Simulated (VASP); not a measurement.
The system is Sr3PRh.

```
CELL_PARAMETERS angstrom
5.25240 0.00000 0.00000
0.00000 5.25240 0.00000
0.00000 0.00000 5.25240
ATOMIC_POSITIONS crystal
Sr 0.50000 0.50000 0.00000
Sr 0.50000 0.00000 0.50000
Sr 0.00000 0.50000 0.50000
P 0.00000 0.00000 0.00000
Rh 0.50000 0.50000 0.50000
```

The cell was built from a structure type or drawn by symmetry, and may not be a known phase.

```yaml
Program: VASP 6.6.1
Task: relaxation of cell and atoms
Functional: PBE
Potentials_or_basis: VASP PAW PBE potentials, release 64 (Sr_sv, P, Rh_pv)
Cutoff: 600 eV
k_mesh: 4 × 4 × 4
Occupations: gaussian, width 0.1 eV
Spin: no spin polarisation
```

At the start: pressure 7.9 GPa; volume 28.98 Å³/atom.

Problem. How do energy, volume and symmetry change on relaxing?

Solution. Over 3 steps the energy falls by 116.5 meV/atom and the volume is 34.47 Å³/atom (+18.9 %); space group Pm-3m (No. 221, to 0.1 Å) before and after.

Step by step:
| step | energy change (eV) | largest force (eV/Å) | pressure (GPa) | volume (Å³) |
| --- | --- | --- | --- | --- |
| 1 | 0.0000 | 0.0000 | 7.86 | 144.90 |
| 2 | -0.5731 | 0.0000 | -0.71 | 176.79 |
| 3 | -0.5825 | 0.0000 | 0.05 | 172.34 |

Final structure:
```
Sr P Rh
1.0
     5.56499    0.00000    0.00000
     0.00000    5.56499    0.00000
     0.00000    0.00000    5.56499
Sr P Rh
3 1 1
Direct
  0.50000 0.50000 0.00000
  0.50000 0.00000 0.50000
  0.00000 0.50000 0.50000
  0.00000 0.00000 0.00000
  0.50000 0.50000 0.50000
```

Caveat: the volume moved by over 15 % at a fixed basis, so the end points are rough.
